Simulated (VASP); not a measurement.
Input of a VASP 6.6.1 run:

File INCAR:

```
PREC = Accurate ; ENCUT = 520
EDIFF = 1E-6 ; ISMEAR = 0
SIGMA = 0.05 ; LREAL = False
LASPH = True ; NELM = 150
ALGO = Normal ; ISIF = 2
LWAVE = False ; LCHARG = True
ISPIN = 2 ; MAGMOM = 7.73 0.04
LORBIT = 11 ; LMAXMIX = 6
LDAU = True ; LDAUTYPE = 2
LDAUL = 3 -1 ; LDAUU = 6 0
LDAUJ = 0 0 ; LDAUPRINT = 1
GGA = B5 ; ALDAX = 1.0
AGGAX = 1.0 ; AGGAC = 1.0
ALDAC = 0.0 ; IVDW = 12
VDW_S6 = 1.0 ; VDW_S8 = 2.6996
VDW_A1 = 0.4298 ; VDW_A2 = 4.2359
LELF = True ; LVHAR = True
NBANDS = 23
```

File KPOINTS:

```
Automatic mesh
0
Gamma
  8 8 8
```

Contents of POSCAR:

```
GdO
1.0
    0.0000000000      2.7161475653      2.7161475653
    2.7161475653      0.0000000000      2.7161475653
    2.7161475653      2.7161475653      0.0000000000
Gd O
1 1
Direct
    0.0000000000      0.0000000000      0.0000000000
    0.2500000000      0.2500000000      0.2500000000
```

Potentials or basis: VASP PAW PBE potentials, release 64 (Gd, O).

Command:

```bash
$ cat potpaw_PBE.64/Gd/POTCAR potpaw_PBE.64/O/POTCAR > POTCAR
$ mpirun -np 1 vasp_std > vasp.out
```

Question: What does it give for the pressure?

Answer: -3.6 GPa.

Question: Predict the site moments.

Answer: Gd +7.08; O +0.02 μB.

Question: Estimate the net moment.

Answer: 7.90 μB per cell.

Question: Estimate the dispersion energy per atom.

Answer: -0.635 eV.

Eigenvalues of the final occupation matrices:
```tsv
site	spin	trace	eigenvalues
site 1 f	1	6.95	0.99 0.99 0.99 0.99 0.99 0.99 1.00
site 1 f	2	0.03	0.00 0.00 0.00 0.00 0.00 0.00 0.01
```

Caveat: the PAW data sets were made with another functional, which shifts forces and pressure a little; spin-orbit coupling is left out, which moves the levels of the heavy elements; a cell with one magnetic atom can't hold antiferromagnetic order, which such compounds often take; pairwise dispersion overbinds metals, which lowers pressure and volume. The state reached can hang on the start; a lower one may exist.
